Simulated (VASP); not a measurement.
# BiTe (R-3m) in VASP: a series of runs

The runs below take BiTe through single point, with HSE06, LDA.

Everything below comes from runs of VASP 6.6.1. Logs are shortened: lines on timing, memory, paths and dates and some standing lists are left out, and cuts for length are marked.

### Step 1. The cell of the first run

It takes space group R-3m (No. 166, trigonal). The conventional cell has a = 4.780 Å, b = 4.780 Å, c = 9.817 Å, α = 90.00°, β = 90.00°, γ = 120.00°. Bi (site symmetry -3m) has 6 Te at 3.21 Å within 4.2 Å. Te (site symmetry -3m) has 6 Bi at 3.21 Å within 4.2 Å.

### Step 2. Single point, HSE06

POSCAR

```
BiTe
1.0
    2.3899644647      1.3798466271      3.2724581889
   -2.3899644647      1.3798466271      3.2724581889
    0.0000000000     -2.7596932542      3.2724581889
Bi Te
1 1
Direct
    0.5000000000      0.5000000000      0.5000000000
    0.0000000000      0.0000000000      0.0000000000
```

INCAR.step1

```
  ALGO = Normal
  EDIFF = 1E-5
  ENCUT = 520
  GGA = PE
  ISIF = 2
  ISMEAR = -1
  LASPH = True
  LCHARG = False
  LREAL = False
  LWAVE = True
  NBANDS = 18
  NELM = 80
  PREC = Accurate
  SIGMA = 0.05
```

INCAR.step2

```
  ALGO = Normal
  EDIFF = 1E-6
  ENCUT = 520
  GGA = PE
  HFSCREEN = 0.2079
  ISIF = 2
  ISMEAR = -1
  ISTART = 1
  LASPH = True
  LCHARG = False
  LHFCALC = True
  LREAL = False
  LWAVE = False
  NBANDS = 18
  NELM = 80
  PREC = Accurate
  PRECFOCK = Normal
  SIGMA = 0.05
```

KPOINTS

```
k-points
0
Gamma
  4 4 4
```

Potentials or basis: VASP PAW PBE potentials, release 64 (Bi_d, Te).

Started as:

```
$ cat potpaw_PBE.64/Bi_d/POTCAR potpaw_PBE.64/Te/POTCAR > POTCAR
$ cp INCAR.step1 INCAR
$ mpirun -np 1 vasp_std > vasp.out
$ cp INCAR.step2 INCAR
$ mpirun -np 1 vasp_std > vasp.out
```

OUTCAR:

```text
EDIFF = 1E-6
   ENCUT = 520
   GGA = PE
   HFSCREEN = 0.2079
   ISIF = 2
   ISMEAR = -1
   ISTART = 1
   LASPH = True
   LHFCALC = True
   LREAL = False
   NELM = 80
   PREC = Accurate
   PRECFOCK = Normal

 ion  position               nearest neighbor table
   1  0.500  0.500  0.500-   2 3.21   2 3.21   2 3.21   2 3.21   2 3.21   2 3.21
   2  0.000  0.000  0.000-   1 3.21   1 3.21   1 3.21   1 3.21   1 3.21   1 3.21

  LATTYP: Found a trigonal (rhomboedric) cell.
 ALAT       =     4.2807580468
 COS(alpha) =     0.3765932224

  Lattice vectors:

 A1 = (   2.3899644647,   1.3798466271,   3.2724581889)
 A2 = (  -2.3899644647,   1.3798466271,   3.2724581889)
 A3 = (   0.0000000000,  -2.7596932542,   3.2724581889)

Analysis of symmetry for initial positions (statically):
=====================================================================
 Subroutine PRICEL returns:
 Original cell was already a primitive cell.

 Routine SETGRP: Setting up the symmetry group for a
 trigonal (rhombohedral) supercell.

 Subroutine GETGRP returns: Found 12 space group operations
 (whereof 12 operations were pure point group operations)
 out of a pool of 12 trial point group operations.

The static configuration has the point symmetry D_3d.

Analysis of symmetry for dynamics (positions and initial velocities):
=====================================================================
 Subroutine PRICEL returns:
 Original cell was already a primitive cell.

 Routine SETGRP: Setting up the symmetry group for a
 trigonal (rhombohedral) supercell.

 Subroutine GETGRP returns: Found 12 space group operations
 (whereof 12 operations were pure point group operations)
 out of a pool of 12 trial point group operations.

The dynamic configuration has the point symmetry D_3d.

 Subroutine INISYM returns: Found 12 space group operations
 (whereof 12 operations are pure point group operations),
 and found     1 'primitive' translations

----------------------------------------------------------------------------------------

                                     Primitive cell

  volume of cell :      64.7512

  direct lattice vectors                    reciprocal lattice vectors
     2.389964465  1.379846627  3.272458189     0.209208131  0.120786371  0.101860227
    -2.389964465  1.379846627  3.272458189    -0.209208131  0.120786371  0.101860227
     0.000000000 -2.759693254  3.272458189     0.000000000 -0.241572742  0.101860227

  length of vectors
     4.280758047  4.280758047  4.280758047     0.262169593  0.262169593  0.262169593

  position of ions in fractional coordinates (direct lattice)
     0.500000000  0.500000000  0.500000000
     0.000000000  0.000000000  0.000000000

  ion indices of the primitive-cell ions
   primitive index   ion index
                 1           1
                 2           2

----------------------------------------------------------------------------------------

 KPOINTS: k-points

Automatic generation of k-mesh.
 Grid dimensions read from file:
 generate k-points for:    4    4    4

 Generating k-lattice:

  Cartesian coordinates                     Fractional coordinates (reciprocal lattice)
     0.052302033  0.030196593  0.025465057     0.250000000 -0.000000000  0.000000000
    -0.052302033  0.030196593  0.025465057    -0.000000000  0.250000000  0.000000000
     0.000000000 -0.060393186  0.025465057     0.000000000  0.000000000  0.250000000

  Length of vectors
     0.065542398  0.065542398  0.065542398

  Shift w.r.t. Gamma in fractional coordinates (k-lattice)
     0.000000000  0.000000000  0.000000000

 Subroutine IBZKPT returns following result:
 ===========================================

 Found     13 irreducible k-points:

 Following reciprocal coordinates:
            Coordinates               Weight
  0.000000  0.000000  0.000000      1.000000
  0.250000 -0.000000  0.000000      6.000000
  0.500000 -0.000000  0.000000      3.000000
  0.250000  0.250000  0.000000      6.000000
  0.500000  0.250000 -0.000000     12.000000
 -0.250000  0.250000  0.000000      6.000000
  0.500000  0.500000  0.000000      3.000000
  0.250000  0.250000  0.250000      2.000000
  0.500000  0.250000  0.250000      6.000000
 -0.250000  0.250000  0.250000      6.000000
  0.500000  0.500000  0.250000      6.000000
 -0.250000  0.500000  0.250000      6.000000
  0.500000  0.500000  0.500000      1.000000
   k-points           NKPTS =     13   k-points in BZ     NKDIM =     64   number of bands    NBANDS=     18
   number of dos      NEDOS =    301   number of ions     NIONS =      2
   total plane-waves  NPLWV =  32768
   dimension x,y,z NGX =    32 NGY =   32 NGZ =   32
   dimension x,y,z NGXF=    64 NGYF=   64 NGZF=   64
   ions per type =               1   1
   NGX,Y,Z   is equivalent  to a cutoff of  12.43, 12.43, 12.43 a.u.
   NGXF,Y,Z  is equivalent  to a cutoff of  24.85, 24.85, 24.85 a.u.
 SYSTEM =  unknown system
   PREC   = accura    normal or accurate (medium, high low for compatibility)
   ISTART =      1    job   : 0-new  1-cont  2-samecut
   ICHARG =      0    charge: 1-file 2-atom 10-const
   ISPIN  =      1    spin polarized calculation?
   LNONCOLLINEAR =      F non collinear calculations
   LSORBIT =      F    spin-orbit coupling
   LASPH  =      T    aspherical Exc in radial PAW
   ENCUT  =  520.0 eV  38.22 Ry    6.18 a.u.   7.96  7.96  7.96*2*pi/ulx,y,z
   NELM   =     80;   NELMIN=  2; NELMDL=  0     # of ELM steps
   EDIFF  = 0.1E-05   stopping-criterion for ELM
   LREAL  =      F    real-space projection
   EDIFFG = 0.1E-04   stopping-criterion for IOM
   NSW    =      0    number of steps for IOM
   IBRION =     -1    ionic relax: 0-MD 1-quasi-New 2-CG
   NFREE  =      0    steps in history (QN), initial steepest desc. (CG)
   ISIF   =      2    stress and relaxation
   ISYM   =      3    0-nonsym 1-usesym 2-fastsym
   POTIM  = 0.5000    time-step for ionic-motion
   TEBEG  =    0.0;   TEEND  =   0.0 temperature during run
   PSTRESS=    0.0 pullay stress
   NELECT =      21.0000    total number of electrons
   NUPDOWN=      -1.0000    fix difference up-down
   EMIN   =  10.00;   EMAX   =-10.00  energy-range for DOS
   EFERMI =   0.00;   METHOD = LEGACY
   ISMEAR =    -1;   SIGMA  =   0.05  broadening in eV -4-tet -1-fermi 0-gaus
   EFERMI_NEDOS =   21; number of points for ismear=-14 and -15
   IALGO  =     38    algorithm
   IMIX   =      1    mixing-type and parameters
     AMIX     =   0.40;   BMIX     =  1.00
     AMIX_MAG =   1.60;   BMIX_MAG =  1.00
  volume/ion in A,a.u.               =      32.38       218.48
  Fermi-wavevector in a.u.,A,eV,Ry     =   1.124774  2.125515 17.212965  1.265117
  Thomas-Fermi vector in A             =   2.261448
   LORBIT       =      0    0 simple, 1 ext, 2 COOP (PROOUT), +10 PAW based schemes
   GGA     = PE    functional components
   LHFCALC =     T    Hartree Fock is set to
   PRECFOCK=normal    Normal, Fast or Accurate (Low or Medium for compatibility)
   ENCUT4O =  -1.0   cutoff for four orbital integrals eV
   NKREDX  =     1    reduce k-point grid by
   NKREDY  =     1    reduce k-point grid by
   NKREDZ  =     1    reduce k-point grid by
   AEXX    =    0.2500 exact exchange contribution
   HFSCREEN=    0.2079 screening length (either q_TF or 0.3 A-1)
   HFSCREENC=   0.2079 screening length for correlation (either q_TF or 0.3 A-1)
   ENCUTFOCK=  -1.0 apply spherical cutoff to Coloumb kernel
   IVDW    =     0    specifies the selected vdW correction
   LEPSILON=     F    determine dielectric tensor
   LRPA    =     F    only Hartree local field effects (RPA)
 non-spin polarized calculation
  energy-cutoff  :      520.00
  volume of cell :       64.75
 maximum number of plane-waves:      1758
  NGX = 24; NGY = 24; NGZ = 24

 number of electron      21.0000008 magnetization

 Free energy of the ion-electron system (eV)
  ---------------------------------------------------
  ext. energy  EPLUGINS =         0.00000000
  ---------------------------------------------------
  free energy    TOTEN  =        -8.68338710 eV

  energy without entropy =       -8.67605090  energy(sigma->0) =       -8.67971900

 E-fermi :   7.1751     XC(G=0):  -8.0508

 val. band max:        6.8770968460   @ k =   0.2500   0.2500   0.2500
 cond. band min:       7.1780232694   @ k =  -0.2500   0.2500   0.0000
 fundamental gap:      0.3009264234
 Fermi energy:         7.1751249885

 k-point     1 :       0.0000    0.0000    0.0000
  band No.  band energies     occupation
      1     -18.3781      2.00000
      2     -18.3781      2.00000
      3     -18.3667      2.00000
      4     -18.3667      2.00000
      5     -18.3447      2.00000
      6      -8.2065      2.00000
[... 10 lines left out ...]
     17      14.2410      0.00000
     18      14.4771      0.00000

 k-point     2 :       0.2500   -0.0000    0.0000
  band No.  band energies     occupation
      1     -18.3795      2.00000
      2     -18.3790      2.00000
      3     -18.3687      2.00000
      4     -18.3614      2.00000
      5     -18.3429      2.00000
      6      -7.5887      2.00000
[... 10 lines left out ...]
     17      16.3455      0.00000
     18      16.9720      0.00000

 k-point     3 :       0.5000   -0.0000    0.0000
  band No.  band energies     occupation
      1     -18.3819      2.00000
      2     -18.3812      2.00000
      3     -18.3687      2.00000
      4     -18.3575      2.00000
      5     -18.3391      2.00000
      6      -6.0155      2.00000
[... 10 lines left out ...]
     17      15.5521      0.00000
     18      18.6733      0.00000

 k-point     4 :       0.2500    0.2500    0.0000
  band No.  band energies     occupation
      1     -18.3859      2.00000
      2     -18.3770      2.00000
      3     -18.3670      2.00000
      4     -18.3558      2.00000
      5     -18.3432      2.00000
      6      -7.3608      2.00000
[... 144 lines left out ...]
      4     -18.3451      2.00000
      5     -18.3440      2.00000
      6      -5.9326      2.00000
[... 10 lines left out ...]
     17      17.4899      0.00000
     18      18.2571      0.00000

 k-point    12 :      -0.2500    0.5000    0.2500
  band No.  band energies     occupation
      1     -18.3906      2.00000
      2     -18.3805      2.00000
      3     -18.3594      2.00000
      4     -18.3516      2.00000
      5     -18.3411      2.00000
      6      -5.4477      2.00000
[... 10 lines left out ...]
     17      16.9199      0.00000
     18      18.8413      0.00000

 k-point    13 :       0.5000    0.5000    0.5000
  band No.  band energies     occupation
      1     -18.3896      2.00000
      2     -18.3896      2.00000
      3     -18.3481      2.00000
      4     -18.3460      2.00000
      5     -18.3460      2.00000
      6      -5.5888      2.00000
[... 10 lines left out ...]
     17      16.8752      0.00000
     18      17.9209      0.00000

------------------------ aborting loop because EDIFF is reached ----------------------------------------

  FORCE on cell =-STRESS in cart. coord.  units (eV):
  Direction    XX          YY          ZZ          XY          YZ          ZX
  --------------------------------------------------------------------------------------
  -------------------------------------------------------------------------------------
  Total        0.0539251      0.0539251      0.0322648      0.0000000     -0.0000000      0.0000000
  in kB        1.3343022      1.3343022      0.7983483      0.0000000     -0.0000000      0.0000000
  external PRESSURE =       1.1556509 kB  Pullay stress =       0.0000000 kB

 VOLUME and BASIS-vectors are now :
 -----------------------------------------------------------------------------
  energy-cutoff  :      520.00
  volume of cell :       64.75
      direct lattice vectors                 reciprocal lattice vectors
     2.389964465  1.379846627  3.272458189     0.209208131  0.120786371  0.101860227
    -2.389964465  1.379846627  3.272458189    -0.209208131  0.120786371  0.101860227
     0.000000000 -2.759693254  3.272458189     0.000000000 -0.241572742  0.101860227

 POSITION                                       TOTAL-FORCE (eV/Angst)
 -----------------------------------------------------------------------------------
      0.00000      0.00000      4.90869        -0.000000      0.000000     -0.000000
      0.00000      0.00000      0.00000         0.000000      0.000000      0.000000
 -----------------------------------------------------------------------------------
    total drift:                                0.000000     -0.000001     -0.000000

  FREE ENERGIE OF THE ION-ELECTRON SYSTEM (eV)
  ---------------------------------------------------
  free  energy   TOTEN  =        -8.6833871035 eV

  energy  without entropy=       -8.6760509033  energy(sigma->0) =       -8.67971900
```

Wall time 7 min (1 thread of Intel Xeon 6975P-C (Granite Rapids), shared host); peak memory 0.3 GiB.

Results:

```yaml
Free_energy: -8.6834 eV
Pressure: 0.1 GPa
```

Caveat: the k points lie up to 0.41 Å⁻¹ apart; the PAW data sets were made with another functional, which shifts forces and pressure a little; spin-orbit coupling is left out, which moves the levels of the heavy elements.

### Step 3. Single point, LDA (volume scaled by 0.94)

INCAR

```
PREC = Accurate
ENCUT = 520
EDIFF = 1E-6
ISMEAR = -1
SIGMA = 0.05
LREAL = F
LASPH = T
NELM = 60
ALGO = Normal
ISIF = 2
LWAVE = F
LCHARG = F
NBANDS = 18
```

KPOINTS

```
Automatic mesh
0
Gamma
  7 7 7
```

POSCAR

```
BiTe
1.0
    2.3732508797      1.3701970343      3.2495731172
   -2.3732508797      1.3701970343      3.2495731172
    0.0000000000     -2.7403940685      3.2495731172
Bi Te
1 1
Direct
    0.5000000000      0.5000000000      0.5000000000
    0.0000000000      0.0000000000      0.0000000000
```

Potentials or basis: VASP PAW LDA potentials, release 64 (Bi_d, Te).

Started as:

```
$ cat potpaw_LDA.64/Bi_d/POTCAR potpaw_LDA.64/Te/POTCAR > POTCAR
$ mpirun -np 1 vasp_std > vasp.out
```

Run time: 34 s. Hardware: 1 thread of Intel Xeon 6975P-C, shared host; peak memory 0.18 GiB.

Results (log left out):

| Property | Result |
| --- | --- |
| Free energy | -8.5270 eV |
| Pressure | -0.3 GPa |

Stress tensor (GPa, compression positive):
```
-0.18  0.00  0.00
 0.00 -0.18  0.00
 0.00  0.00 -0.63
```

Levels at points of the mesh, in eV from the Fermi level:
```
           k point  band 6  band 7  band 8  band 9  band 10  band 11  band 12  band 13  band 14  band 15
(0.00, 0.00, 0.00)  -13.93   -8.10   -3.09   -3.09    -1.69     1.99     2.62     2.62     3.96     3.96
```

Caveat: spin-orbit coupling is left out, which moves the levels of the heavy elements.
